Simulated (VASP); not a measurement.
# KCd (CsCl type) (Pm-3m) in VASP: a series of runs

The runs below take KCd (CsCl type) through relaxation of cell and atoms, with PBE.

All numbers are computed with VASP 6.6.1; they aren't measurements. Logs are shortened: lines on timing, memory, paths and dates and some standing lists are left out, and cuts for length are marked.

### Step 1. The cell of the first run

The structure is cubic, space group Pm-3m (No. 221). The conventional cell has a = 4.483 Å, b = 4.483 Å, c = 4.483 Å, α = 90.00°, β = 90.00°, γ = 90.00°. Within 5.1 Å of K (site symmetry m-3m) lie 8 Cd at 3.88 Å and 6 K at 4.48 Å. Within 5.1 Å of Cd (site symmetry m-3m) lie 8 K at 3.88 Å and 6 Cd at 4.48 Å.

### Step 2. Relaxation of cell and atoms, PBE

The input, INCAR:

```
ALGO = Normal
EDIFF = 1E-6
EDIFFG = -0.005
ENCUT = 600
GGA = PE
IBRION = 2
ISIF = 3
ISMEAR = -1
LASPH = T
LCHARG = F
LREAL = F
LWAVE = F
NELM = 100
NSW = 70
PREC = Accurate
SIGMA = 0.05
```

The input, KPOINTS:

```
k-points
0
Gamma
  9 9 9
```

The input, POSCAR:

```
KCd
1.0
    4.4825437297      0.0000000000      0.0000000000
    0.0000000000      4.4825437297      0.0000000000
    0.0000000000      0.0000000000      4.4825437297
K Cd
1 1
Direct
    0.0000000000      0.0000000000      0.0000000000
    0.5000000000      0.5000000000      0.5000000000
```

Potentials or basis: VASP PAW PBE potentials, release 64 (K_sv, Cd).

On the command line:

```console
$ cat potpaw_PBE.64/K_sv/POTCAR potpaw_PBE.64/Cd/POTCAR > POTCAR
$ mpirun -np 1 vasp_std > vasp.out
```

OUTCAR:

```text
EDIFF = 1E-6
   EDIFFG = -0.005
   ENCUT = 600
   GGA = PE
   IBRION = 2
   ISIF = 3
   ISMEAR = -1
   LASPH = T
   LREAL = F
   NELM = 100
   NSW = 70
   PREC = Accurate

 ion  position               nearest neighbor table
   1  0.000  0.000  0.000-
   2  0.500  0.500  0.500-

  LATTYP: Found a simple cubic cell.
 ALAT       =     4.4825437297

  Lattice vectors:

 A1 = (   4.4825437297,   0.0000000000,   0.0000000000)
 A2 = (   0.0000000000,   4.4825437297,   0.0000000000)
 A3 = (   0.0000000000,   0.0000000000,   4.4825437297)

Analysis of symmetry for initial positions (statically):
=====================================================================
 Subroutine PRICEL returns:
 Original cell was already a primitive cell.

 Routine SETGRP: Setting up the symmetry group for a
 simple cubic supercell.

 Subroutine GETGRP returns: Found 48 space group operations
 (whereof 48 operations were pure point group operations)
 out of a pool of 48 trial point group operations.

The static configuration has the point symmetry O_h .

Analysis of symmetry for dynamics (positions and initial velocities):
=====================================================================
 Subroutine PRICEL returns:
 Original cell was already a primitive cell.

 Routine SETGRP: Setting up the symmetry group for a
 simple cubic supercell.

 Subroutine GETGRP returns: Found 48 space group operations
 (whereof 48 operations were pure point group operations)
 out of a pool of 48 trial point group operations.

The dynamic configuration has the point symmetry O_h .

 Subroutine INISYM returns: Found 48 space group operations
 (whereof 48 operations are pure point group operations),
 and found     1 'primitive' translations

----------------------------------------------------------------------------------------

                                     Primitive cell

  volume of cell :      90.0686

  direct lattice vectors                    reciprocal lattice vectors
     4.482543730  0.000000000  0.000000000     0.223087617  0.000000000  0.000000000
     0.000000000  4.482543730  0.000000000     0.000000000  0.223087617  0.000000000
     0.000000000  0.000000000  4.482543730     0.000000000  0.000000000  0.223087617

  length of vectors
     4.482543730  4.482543730  4.482543730     0.223087617  0.223087617  0.223087617

  position of ions in fractional coordinates (direct lattice)
     0.000000000  0.000000000  0.000000000
     0.500000000  0.500000000  0.500000000

  ion indices of the primitive-cell ions
   primitive index   ion index
                 1           1
                 2           2

----------------------------------------------------------------------------------------

 KPOINTS: k-points

Automatic generation of k-mesh.
 Grid dimensions read from file:
 generate k-points for:    9    9    9

 Generating k-lattice:

  Cartesian coordinates                     Fractional coordinates (reciprocal lattice)
     0.024787513  0.000000000  0.000000000     0.111111111  0.000000000  0.000000000
     0.000000000  0.024787513  0.000000000     0.000000000  0.111111111  0.000000000
     0.000000000  0.000000000  0.024787513     0.000000000  0.000000000  0.111111111

  Length of vectors
     0.024787513  0.024787513  0.024787513

  Shift w.r.t. Gamma in fractional coordinates (k-lattice)
     0.000000000  0.000000000  0.000000000

 Subroutine IBZKPT returns following result:
 ===========================================

 Found     35 irreducible k-points:

 Following reciprocal coordinates:
            Coordinates               Weight
  0.000000  0.000000  0.000000      1.000000
  0.111111  0.000000  0.000000      6.000000
  0.222222  0.000000  0.000000      6.000000
  0.333333  0.000000  0.000000      6.000000
  0.444444  0.000000  0.000000      6.000000
  0.111111  0.111111  0.000000     12.000000
[... 16 lines left out ...]
  0.333333  0.333333  0.111111     24.000000
  0.444444  0.333333  0.111111     48.000000
 [... further k-points ...]
   k-points           NKPTS =     35   k-points in BZ     NKDIM =     35   number of bands    NBANDS=     14
   number of dos      NEDOS =    301   number of ions     NIONS =      2
   total plane-waves  NPLWV =  46656
   dimension x,y,z NGX =    36 NGY =   36 NGZ =   36
   dimension x,y,z NGXF=    72 NGYF=   72 NGZF=   72
   ions per type =               1   1
   NGX,Y,Z   is equivalent  to a cutoff of  13.35, 13.35, 13.35 a.u.
   NGXF,Y,Z  is equivalent  to a cutoff of  26.70, 26.70, 26.70 a.u.
 SYSTEM =  unknown system
   PREC   = accura    normal or accurate (medium, high low for compatibility)
   ISTART =      0    job   : 0-new  1-cont  2-samecut
   ICHARG =      2    charge: 1-file 2-atom 10-const
   ISPIN  =      1    spin polarized calculation?
   LNONCOLLINEAR =      F non collinear calculations
   LSORBIT =      F    spin-orbit coupling
   LASPH  =      T    aspherical Exc in radial PAW
   ENCUT  =  600.0 eV  44.10 Ry    6.64 a.u.   8.95  8.95  8.95*2*pi/ulx,y,z
   NELM   =    100;   NELMIN=  2; NELMDL= -5     # of ELM steps
   EDIFF  = 0.1E-05   stopping-criterion for ELM
   LREAL  =      F    real-space projection
   EDIFFG = -.5E-02   stopping-criterion for IOM
   NSW    =     70    number of steps for IOM
   IBRION =      2    ionic relax: 0-MD 1-quasi-New 2-CG
   NFREE  =      1    steps in history (QN), initial steepest desc. (CG)
   ISIF   =      3    stress and relaxation
   ISYM   =      2    0-nonsym 1-usesym 2-fastsym
   POTIM  = 0.5000    time-step for ionic-motion
   TEBEG  =    0.0;   TEEND  =   0.0 temperature during run
   PSTRESS=    0.0 pullay stress
   NELECT =      21.0000    total number of electrons
   NUPDOWN=      -1.0000    fix difference up-down
   EMIN   =  10.00;   EMAX   =-10.00  energy-range for DOS
   EFERMI =   0.00;   METHOD = LEGACY
   ISMEAR =    -1;   SIGMA  =   0.05  broadening in eV -4-tet -1-fermi 0-gaus
   EFERMI_NEDOS =   21; number of points for ismear=-14 and -15
   IALGO  =     38    algorithm
   IMIX   =      4    mixing-type and parameters
     AMIX     =   0.40;   BMIX     =  1.00
     AMIX_MAG =   1.60;   BMIX_MAG =  1.00
  volume/ion in A,a.u.               =      45.03       303.91
  Fermi-wavevector in a.u.,A,eV,Ry     =   1.007604  1.904096 13.813541  1.015267
  Thomas-Fermi vector in A             =   2.140420
   LORBIT       =      0    0 simple, 1 ext, 2 COOP (PROOUT), +10 PAW based schemes
   GGA     = PE    functional components
   LHFCALC =     F    Hartree Fock is set to
   AEXX    =    0.0000 exact exchange contribution
   IVDW    =     0    specifies the selected vdW correction
   LEPSILON=     F    determine dielectric tensor
   LRPA    =     F    only Hartree local field effects (RPA)
 conjugate gradient relaxation of ions
 non-spin polarized calculation
  energy-cutoff  :      600.00
  volume of cell :       90.07
 maximum number of plane-waves:      3037
 NGX is ok and might be reduce to    36
   NGX = 17   NGY = 17   NGZ = 17

--------------------------------------- Ionic step        1  -------------------------------------------

 number of electron      21.0000010 magnetization

 Free energy of the ion-electron system (eV)
  ---------------------------------------------------
  ext. energy  EPLUGINS =         0.00000000
  ---------------------------------------------------
  free energy    TOTEN  =        -1.78426564 eV

  energy without entropy =       -1.77067721  energy(sigma->0) =       -1.77747142

------------------------ aborting loop because EDIFF is reached ----------------------------------------

  FORCE on cell =-STRESS in cart. coord.  units (eV):
  Direction    XX          YY          ZZ          XY          YZ          ZX
  --------------------------------------------------------------------------------------
  -------------------------------------------------------------------------------------
  Total       -0.3956315     -0.3956315     -0.3956315      0.0000000      0.0000000      0.0000000
  in kB       -7.0376528     -7.0376528     -7.0376528      0.0000000      0.0000000      0.0000000
  external PRESSURE =      -7.0376528 kB  Pullay stress =       0.0000000 kB
[... 93 lines left out ...]
  energy  without entropy=       -1.7909160971  energy(sigma->0) =       -1.79745209

--------------------------------------- Ionic step        4  -------------------------------------------

 number of electron      20.9999995 magnetization

 Free energy of the ion-electron system (eV)
  ---------------------------------------------------
  ext. energy  EPLUGINS =         0.00000000
  ---------------------------------------------------
  free energy    TOTEN  =        -1.80459299 eV

  energy without entropy =       -1.79163560  energy(sigma->0) =       -1.79811430

 E-fermi :   0.7205     XC(G=0):  -7.6059

 val. band max:        0.6434473880   @ k =   0.4444   0.3333   0.2222
 cond. band min:       0.7279839591   @ k =   0.3333   0.2222   0.1111
 fundamental gap:      0.0845365711
 Fermi energy:         0.7204714394

 k-point     1 :       0.0000    0.0000    0.0000
  band No.  band energies     occupation
      1     -30.7356      2.00000
      2     -14.2037      2.00000
      3     -14.2037      2.00000
      4     -14.2037      2.00000
      5      -8.1535      2.00000
      6      -8.1535      2.00000
      7      -8.0788      2.00000
      8      -8.0788      2.00000
      9      -8.0788      2.00000
     10      -4.1611      2.00000
     11       3.7914      0.00000
     12       3.7914      0.00000
     13       4.1650      0.00000
     14       4.1650      0.00000
[... 375 lines left out ...]
 k-point    24 :       0.4444    0.3333    0.1111
  band No.  band energies     occupation
      1     -30.7281      2.00000
      2     -14.2821      2.00000
      3     -14.2600      2.00000
      4     -14.1998      2.00000
      5      -8.1310      2.00000
      6      -8.1061      2.00000
      7      -8.1050      2.00000
      8      -8.0999      2.00000
      9      -8.0412      2.00000
     10      -2.2769      2.00000
     11       0.4470      1.99161
     12       1.4805      0.00000
     13       3.8214      0.00000
     14       4.2097      0.00000

 [... further k-points ...]
[... 5 lines left out ...]
  --------------------------------------------------------------------------------------
  -------------------------------------------------------------------------------------
  Total        0.0085104      0.0085104      0.0085104     -0.0000000     -0.0000000      0.0000000
  in kB        0.1673480      0.1673480      0.1673480     -0.0000000     -0.0000000      0.0000000
  external PRESSURE =       0.1673480 kB  Pullay stress =       0.0000000 kB
[... 17 lines left out ...]
  FREE ENERGIE OF THE ION-ELECTRON SYSTEM (eV)
  ---------------------------------------------------
  free  energy   TOTEN  =        -1.8045929923 eV

  energy  without entropy=       -1.7916355979  energy(sigma->0) =       -1.79811430

 reached required accuracy - stopping structural energy minimisation
```

Run time: 88 s. Hardware: 1 thread of Intel Xeon Platinum 8259CL at 2.50GHz (Skylake/Cascade Lake), shared host; peak memory 0.25 GiB.

Results:

```yaml
Free_energy: -1.8046 eV
Relaxed_volume: 40.74 Å³/atom
Relaxed_cell: a = 4.335 Å, b = 4.335 Å, c = 4.335 Å, α = 90.00°, β = 90.00°, γ = 90.00°
Space_group_after_relaxing_to_0.1_Å: Pm-3m (No. 221)
Energy_gained_by_relaxing: 10.2 meV/atom
Ionic_steps: 4
Pressure_after_relaxing: 0.0 GPa
Band_gap_on_the_k_mesh: zero (an odd number of electrons rules out a gap without spin polarisation)
```

The path:
| step | energy change (eV) | largest force (eV/Å) | pressure (GPa) | volume (Å³) |
| --- | --- | --- | --- | --- |
| 1 | 0.0000 | 0.0000 | -0.70 | 90.07 |
| 2 | -0.0099 | 0.0000 | -0.53 | 87.51 |
| 3 | -0.0197 | 0.0000 | -0.14 | 82.99 |
| 4 | -0.0203 | 0.0000 | 0.02 | 81.48 |

Final structure:
```
CELL_PARAMETERS angstrom
4.33524 0.00000 0.00000
0.00000 4.33524 0.00000
0.00000 0.00000 4.33524
ATOMIC_POSITIONS crystal
K 0.00000 0.00000 0.00000
Cd 0.50000 0.50000 0.50000
```

Levels at points of the mesh, in eV from the Fermi level:
```
           k point  band 7  band 8  band 9  band 10  band 11  band 12  band 13  band 14
(0.00, 0.00, 0.00)   -8.80   -8.80   -8.80    -4.88     3.07     3.07     3.44     3.44
```

### Step 3. Relaxation of cell and atoms, PBE

The input, INCAR:

```
PREC = Accurate
ENCUT = 600
EDIFF = 1E-7
ISMEAR = 0
SIGMA = 0.05
LREAL = F
LASPH = T
NELM = 100
ALGO = Normal
ISIF = 3
LWAVE = F
LCHARG = F
GGA = PE
IBRION = 2
NSW = 70
EDIFFG = -0.05
```

The input, KPOINTS:

```
regular mesh
0
Gamma
  9 9 9
```

POSCAR is that of step 2.

Potentials or basis: VASP PAW PBE potentials, release 64 (K_sv, Cd).

On the command line:

```console
$ cat potpaw_PBE.64/K_sv/POTCAR potpaw_PBE.64/Cd/POTCAR > POTCAR
$ mpirun -np 1 vasp_std > vasp.out
```

Wall time 85 s (1 thread of Intel Xeon Platinum 8259CL at 2.50GHz (Skylake/Cascade Lake), shared host); peak memory 0.25 GiB.

It converged, with:

- Free energy: -1.7986 eV
- Relaxed volume: 41.33 Å³/atom
- Relaxed cell: a = 4.356 Å, b = 4.356 Å, c = 4.356 Å, α = 90.00°, β = 90.00°, γ = 90.00°
- Space group after relaxing (to 0.1 Å): Pm-3m (No. 221)
- Energy gained by relaxing: 10.3 meV/atom
- Ionic steps: 3
- Pressure after relaxing: -0.1 GPa
- Band gap on the k mesh: zero (an odd number of electrons rules out a gap without spin polarisation)

Step by step:
```tsv
step	energy change (eV)	largest force (eV/Å)	pressure (GPa)	volume (Å³)
1	0.0000	0.0000	-0.71	90.07
2	-0.0102	0.0000	-0.54	87.48
3	-0.0205	0.0000	-0.12	82.65
```

Final structure:
```
CELL_PARAMETERS angstrom
4.35599 0.00000 0.00000
0.00000 4.35599 0.00000
0.00000 0.00000 4.35599
ATOMIC_POSITIONS crystal
K 0.00000 0.00000 0.00000
Cd 0.50000 0.50000 0.50000
```

Levels at points of the mesh, in eV from the Fermi level:
| k point | band 7 | band 8 | band 9 | band 10 | band 11 | band 12 | band 13 | band 14 |
| --- | --- | --- | --- | --- | --- | --- | --- | --- |
| (0.00, 0.00, 0.00) | -8.79 | -8.79 | -8.79 | -4.84 | 3.07 | 3.07 | 3.41 | 3.41 |
